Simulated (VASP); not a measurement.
# Sn (Fd-3m) in VASP: further runs

Runs on Sn. Level: PBE. Tasks: single point.

All numbers are computed with VASP 6.6.1; they aren't measurements. Logs are shortened: lines on timing, memory, paths and dates and some standing lists are left out, and cuts for length are marked.

## 1. The cell of the first run

Symmetry: Fd-3m, No. 227, cubic system. The conventional cell has a = 6.467 Å, b = 6.467 Å, c = 6.467 Å, α = 90.00°, β = 90.00°, γ = 90.00°. Sn (site symmetry -43m) has 4 Sn at 2.80 Å within 3.7 Å.

## 2. Single point, PBE

INCAR reads:

```
  PREC = Accurate
  ENCUT = 520
  EDIFF = 1E-7
  ISMEAR = -1
  SIGMA = 0.5
  LREAL = False
  LASPH = True
  NELM = 60
  ALGO = Normal
  ISIF = 2
  LWAVE = False
  LCHARG = True
  GGA = PE
  LELF = True
  LVHAR = True
  NBANDS = 21
```

KPOINTS reads:

```
regular mesh
0
Gamma
  9 9 9
```

POSCAR reads:

```
Sn
1.0
    0.0000000000      3.2333430000      3.2333430000
    3.2333430000      0.0000000000      3.2333430000
    3.2333430000      3.2333430000      0.0000000000
Sn
2
Direct
    0.0000000000      0.0000000000      0.0000000000
    0.2500000000      0.2500000000      0.2500000000
```

Potentials or basis: VASP PAW PBE potentials, release 64 (Sn_d).

Launch:

```sh
$ cat potpaw_PBE.64/Sn_d/POTCAR > POTCAR
$ mpirun -np 1 vasp_std > vasp.out
```

OUTCAR:

```text
PREC = Accurate
   ENCUT = 520
   EDIFF = 1E-7
   ISMEAR = -1
   LREAL = False
   LASPH = True
   NELM = 60
   ISIF = 2
   GGA = PE

 ion  position               nearest neighbor table
   1  0.000  0.000  0.000-   2 2.80   2 2.80   2 2.80   2 2.80
   2  0.250  0.250  0.250-   1 2.80   1 2.80   1 2.80   1 2.80

  LATTYP: Found a face centered cubic cell.
 ALAT       =     6.4666860000

  Lattice vectors:

 A1 = (   0.0000000000,   3.2333430000,   3.2333430000)
 A2 = (   3.2333430000,   0.0000000000,   3.2333430000)
 A3 = (   3.2333430000,   3.2333430000,   0.0000000000)

Analysis of symmetry for initial positions (statically):
[... 6 lines left out ...]

 Subroutine GETGRP returns: Found 48 space group operations
 (whereof 24 operations were pure point group operations)
 out of a pool of 48 trial point group operations.

The static configuration has the point symmetry T_d .
 The point group associated with its full space group is O_h .

Analysis of symmetry for dynamics (positions and initial velocities):
[... 6 lines left out ...]

 Subroutine GETGRP returns: Found 48 space group operations
 (whereof 24 operations were pure point group operations)
 out of a pool of 48 trial point group operations.

The dynamic configuration has the point symmetry T_d .
 The point group associated with its full space group is O_h .

 Subroutine INISYM returns: Found 48 space group operations
 (whereof 24 operations are pure point group operations),
 and found     1 'primitive' translations

----------------------------------------------------------------------------------------

                                     Primitive cell

  volume of cell :      67.6060

  direct lattice vectors                    reciprocal lattice vectors
     0.000000000  3.233343000  3.233343000    -0.154638713  0.154638713  0.154638713
     3.233343000  0.000000000  3.233343000     0.154638713 -0.154638713  0.154638713
     3.233343000  3.233343000  0.000000000     0.154638713  0.154638713 -0.154638713

  length of vectors
     4.572637522  4.572637522  4.572637522     0.267842108  0.267842108  0.267842108

  position of ions in fractional coordinates (direct lattice)
     0.000000000  0.000000000  0.000000000
     0.250000000  0.250000000  0.250000000

  ion indices of the primitive-cell ions
   primitive index   ion index
                 1           1
                 2           2

----------------------------------------------------------------------------------------

 KPOINTS: regular mesh

Automatic generation of k-mesh.
 Grid dimensions read from file:
[... 57 lines left out ...]
   ISTART =      0    job   : 0-new  1-cont  2-samecut
   ICHARG =      2    charge: 1-file 2-atom 10-const
   ISPIN  =      1    spin polarized calculation?
   LNONCOLLINEAR =      F non collinear calculations
   LSORBIT =      F    spin-orbit coupling
   LASPH  =      T    aspherical Exc in radial PAW
   ENCUT  =  520.0 eV  38.22 Ry    6.18 a.u.   8.50  8.50  8.50*2*pi/ulx,y,z
   NELM   =     60;   NELMIN=  2; NELMDL= -5     # of ELM steps
   EDIFF  = 0.1E-06   stopping-criterion for ELM
   LREAL  =      F    real-space projection
   EDIFFG = 0.1E-05   stopping-criterion for IOM
   NSW    =      0    number of steps for IOM
   IBRION =     -1    ionic relax: 0-MD 1-quasi-New 2-CG
   NFREE  =      0    steps in history (QN), initial steepest desc. (CG)
   ISIF   =      2    stress and relaxation
   ISYM   =      2    0-nonsym 1-usesym 2-fastsym
   POTIM  = 0.5000    time-step for ionic-motion
   TEBEG  =    0.0;   TEEND  =   0.0 temperature during run
   PSTRESS=    0.0 pullay stress
   NELECT =      28.0000    total number of electrons
   NUPDOWN=      -1.0000    fix difference up-down
   EMIN   =  10.00;   EMAX   =-10.00  energy-range for DOS
   EFERMI =   0.00;   METHOD = LEGACY
   ISMEAR =    -1;   SIGMA  =   0.50  broadening in eV -4-tet -1-fermi 0-gaus
   EFERMI_NEDOS =   21; number of points for ismear=-14 and -15
   IALGO  =     38    algorithm
   IMIX   =      4    mixing-type and parameters
     AMIX     =   0.40;   BMIX     =  1.00
     AMIX_MAG =   1.60;   BMIX_MAG =  1.00
  volume/ion in A,a.u.               =      33.80       228.11
  Fermi-wavevector in a.u.,A,eV,Ry     =   1.220298  2.306028 20.260790  1.489126
  Thomas-Fermi vector in A             =   2.355520
   LORBIT       =      0    0 simple, 1 ext, 2 COOP (PROOUT), +10 PAW based schemes
   GGA     = PE    functional components
   LHFCALC =     F    Hartree Fock is set to
   AEXX    =    0.0000 exact exchange contribution
   IVDW    =     0    specifies the selected vdW correction
   LEPSILON=     F    determine dielectric tensor
   LRPA    =     F    only Hartree local field effects (RPA)
 non-spin polarized calculation
  energy-cutoff  :      520.00
  volume of cell :       67.61
 maximum number of plane-waves:      1853
 NGX is ok and might be reduce to    36
   NGX = 17   NGY = 17   NGZ = 17

 number of electron      28.0000008 magnetization

 Free energy of the ion-electron system (eV)
  ---------------------------------------------------
  ext. energy  EPLUGINS =         0.00000000
  ---------------------------------------------------
  free energy    TOTEN  =        -7.81214266 eV

  energy without entropy =       -7.25365892  energy(sigma->0) =       -7.53290079

 E-fermi :   5.7552     XC(G=0):  -8.9491

 val. band max:        5.5737564004   @ k =   0.1111   0.0000   0.0000
 cond. band min:       5.7599406601   @ k =   0.4444   0.0000   0.0000
 fundamental gap:      0.1861842596
 Fermi energy:         5.7551977680

 k-point     1 :       0.0000    0.0000    0.0000
  band No.  band energies     occupation
      1     -15.9867      2.00000
      2     -15.9867      2.00000
      3     -15.9867      2.00000
      4     -15.9242      2.00000
      5     -15.9242      2.00000
      6     -15.6071      2.00000
[... 565 lines left out ...]
     20      15.6961      0.00000
     21      15.9486      0.00000

 [... further k-points ...]
[... 5 lines left out ...]
  --------------------------------------------------------------------------------------
  -------------------------------------------------------------------------------------
  Total        1.9826779      1.9826779      1.9826779      0.0000000      0.0000000      0.0000000
  in kB       46.9869672     46.9869672     46.9869672      0.0000000      0.0000000      0.0000000
  external PRESSURE =      46.9869672 kB  Pullay stress =       0.0000000 kB

 VOLUME and BASIS-vectors are now :
 -----------------------------------------------------------------------------
  energy-cutoff  :      520.00
  volume of cell :       67.61
      direct lattice vectors                 reciprocal lattice vectors
     0.000000000  3.233343000  3.233343000    -0.154638713  0.154638713  0.154638713
     3.233343000  0.000000000  3.233343000     0.154638713 -0.154638713  0.154638713
     3.233343000  3.233343000  0.000000000     0.154638713  0.154638713 -0.154638713

 POSITION                                       TOTAL-FORCE (eV/Angst)
 -----------------------------------------------------------------------------------
      0.00000      0.00000      0.00000        -0.000000      0.000000      0.000000
      1.61667      1.61667      1.61667         0.000000      0.000000     -0.000000
 -----------------------------------------------------------------------------------
    total drift:                                0.000000      0.000000      0.000000

  FREE ENERGIE OF THE ION-ELECTRON SYSTEM (eV)
  ---------------------------------------------------
  free  energy   TOTEN  =        -7.8121426560 eV

  energy  without entropy=       -7.2536589169  energy(sigma->0) =       -7.53290079
```

OSZICAR:

```text
N       E                     dE             d eps       ncg     rms          rms(c)
DAV:   1     0.226837721154E+03    0.22684E+03   -0.14560E+04  1480   0.192E+03
DAV:   2     0.167066478947E+02   -0.21013E+03   -0.20611E+03  1505   0.447E+02
DAV:   3    -0.704325211298E+01   -0.23750E+02   -0.23590E+02  1710   0.139E+02
DAV:   4    -0.783728741624E+01   -0.79404E+00   -0.79345E+00  1690   0.283E+01
DAV:   5    -0.786983233989E+01   -0.32545E-01   -0.32544E-01  2150   0.532E+00    0.317E+00
DAV:   6    -0.783000959163E+01    0.39823E-01   -0.26645E-02  1982   0.202E+00    0.184E+00
DAV:   7    -0.781056190334E+01    0.19448E-01   -0.38092E-02  1685   0.206E+00    0.152E-01
DAV:   8    -0.781184734952E+01   -0.12854E-02   -0.45560E-03  1660   0.735E-01    0.485E-02
DAV:   9    -0.781212580685E+01   -0.27846E-03   -0.35652E-04  1659   0.123E-01    0.108E-02
DAV:  10    -0.781213912602E+01   -0.13319E-04   -0.25190E-05  1872   0.437E-02    0.567E-03
DAV:  11    -0.781214264539E+01   -0.35194E-05   -0.62960E-06  1590   0.126E-02    0.836E-04
DAV:  12    -0.781214265597E+01   -0.10576E-07   -0.17807E-07  1450   0.281E-03
   1 F= -.78121427E+01 E0= -.75329008E+01  d E =-.558484E+00
```

Wall time 65 s (1 thread of Intel Xeon 6975P-C, shared host); peak memory 0.21 GiB.

Results:

- Free energy: -7.8121 eV
- Pressure: 4.7 GPa
- Band gap on the k mesh: zero (band 14 reaches 5.81 eV, above the bottom of band 15 at 5.76 eV)

Levels at points of the mesh, in eV from the Fermi level:
| k point | band 10 | band 11 | band 12 | band 13 | band 14 | band 15 | band 16 | band 17 | band 18 | band 19 |
| --- | --- | --- | --- | --- | --- | --- | --- | --- | --- | --- |
| (0.00, 0.00, 0.00) | -21.35 | -10.71 | -0.60 | 0.06 | 0.06 | 0.06 | 2.14 | 2.14 | 2.14 | 4.98 |

Caveat: spin-orbit coupling is left out, which moves the levels of the heavy elements.

## 3. Single point, PBE

INCAR reads:

```
SYSTEM = Sn
  PREC = Accurate
  ENCUT = 520
  EDIFF = 1E-6
  ISMEAR = -1
  SIGMA = 0.3
  LREAL = .FALSE.
  LASPH = .TRUE.
  NELM = 60
  ALGO = Normal
  ISIF = 2
  LWAVE = .FALSE.
  LCHARG = .FALSE.
  GGA = PE
  NBANDS = 21
```

KPOINTS reads:

```
Automatic mesh
0
G
  9 9 9
  0 0 0
```

POSCAR is that of step 2.

Potentials or basis: VASP PAW PBE potentials, release 64 (Sn_d).

Launch:

```sh
$ cat potpaw_PBE.64/Sn_d/POTCAR > POTCAR
$ mpirun -np 1 vasp_std > vasp.out
```

It took 75 s on 1 thread of Intel Xeon 6975P-C, shared host; peak memory 0.21 GiB.

The run converged. Its results:

```
Free energy            : -7.6644 eV
Pressure               : 4.0 GPa
Band gap on the k mesh : zero (band 14 reaches 5.83 eV, above the bottom of band 15 at 5.78 eV)
```

Levels at points of the mesh, in eV from the Fermi level:
| k point | band 12 | band 13 | band 14 | band 15 | band 16 | band 17 |
| --- | --- | --- | --- | --- | --- | --- |
| (0.00, 0.00, 0.00) | -0.62 | 0.03 | 0.03 | 0.03 | 2.11 | 2.11 |

Caveat: spin-orbit coupling is left out, which moves the levels of the heavy elements.

## 4. Single point, PBE

INCAR reads:

```
PREC     = Accurate       # precision mode
ENCUT    = 520            # plane-wave cutoff, eV
EDIFF    = 1E-6           # SCF threshold, eV
ISMEAR   = -1             # smearing method
SIGMA    = 0.2            # smearing width, eV
LREAL    = F              # projectors in reciprocal space
LASPH    = T              # aspherical terms in the spheres
NELM     = 60             # most SCF steps
ALGO     = Normal         # electronic algorithm
ISIF     = 2              # what is computed and relaxed
LWAVE    = F              # write WAVECAR
LCHARG   = F              # write CHGCAR
GGA      = PE             # functional
NBANDS   = 21             # bands
```

KPOINTS reads:

```
regular mesh
0
Gamma
  9 9 9
```

POSCAR is that of step 3.

Launch:

```sh
$ cat potpaw_PBE.64/Sn_d/POTCAR > POTCAR
$ mpirun -np 1 vasp_std > vasp.out
```

It took 80 s on 1 thread of Intel Xeon 6975P-C, shared host; peak memory 0.22 GiB.

Results (log left out):

| Property | Result |
| --- | --- |
| Free energy | -7.6368 eV |
| Pressure | 3.9 GPa |
| Band gap on the k mesh | zero (band 14 reaches 5.84 eV, above the bottom of band 15 at 5.79 eV) |

Levels at points of the mesh, in eV from the Fermi level:
| k point | band 11 | band 12 | band 13 | band 14 | band 15 | band 16 | band 17 | band 18 |
| --- | --- | --- | --- | --- | --- | --- | --- | --- |
| (0.00, 0.00, 0.00) | -10.73 | -0.62 | 0.03 | 0.03 | 0.03 | 2.11 | 2.11 | 2.11 |

Caveat: spin-orbit coupling is left out, which moves the levels of the heavy elements.

## 5. Single point, PBE

INCAR reads:

```
ALGO     = Normal         # electronic algorithm
EDIFF    = 1E-7           # SCF threshold, eV
ENCUT    = 520            # plane-wave cutoff, eV
GGA      = PE             # functional
ISIF     = 2              # what is computed and relaxed
ISMEAR   = -1             # smearing method
LASPH    = True           # aspherical terms in the spheres
LCHARG   = False          # write CHGCAR
LREAL    = False          # projectors in reciprocal space
LWAVE    = False          # write WAVECAR
NBANDS   = 21             # bands
NELM     = 60             # most SCF steps
PREC     = Accurate       # precision mode
SIGMA    = 0.1            # smearing width, eV
```

KPOINTS reads:

```
k-points
0
Gamma
  9 9 9
```

POSCAR is that of step 4.

Launch:

```sh
$ cat potpaw_PBE.64/Sn_d/POTCAR > POTCAR
$ mpirun -np 1 vasp_std > vasp.out
```

It took 81 s on 1 thread of Intel Xeon 6975P-C, shared host; peak memory 0.21 GiB.

The run converged. Its results:

```
Free energy            : -7.6258 eV
Pressure               : 3.8 GPa
Band gap on the k mesh : zero (band 14 reaches 5.84 eV, above the bottom of band 15 at 5.79 eV)
```

Levels at points of the mesh, in eV from the Fermi level:
```
           k point  band 12  band 13  band 14  band 15  band 16  band 17
(0.00, 0.00, 0.00)    -0.58     0.07     0.07     0.07     2.14     2.14
```

Caveat: spin-orbit coupling is left out, which moves the levels of the heavy elements.

## 6. The runs side by side

```csv
smearing,gap on the mesh (eV),pressure (GPa)
fermi-dirac 0.5 eV,none,4.7
fermi-dirac 0.3 eV,none,4.0
fermi-dirac 0.2 eV,none,3.9
fermi-dirac 0.1 eV,none,3.8
```

Alike in all rows: task single point; level PBE; potentials or basis VASP PAW PBE potentials, release 64 (Sn_d); no spin polarisation; cell as given; k mesh 9 × 9 × 9; cutoff (eV) 520.

Every run on the cell as given and a fine mesh finds a metal.

Caveats: spin-orbit coupling is left out, which moves the levels of the heavy elements.

Absolute energies hang on the potentials; compare differences alone.
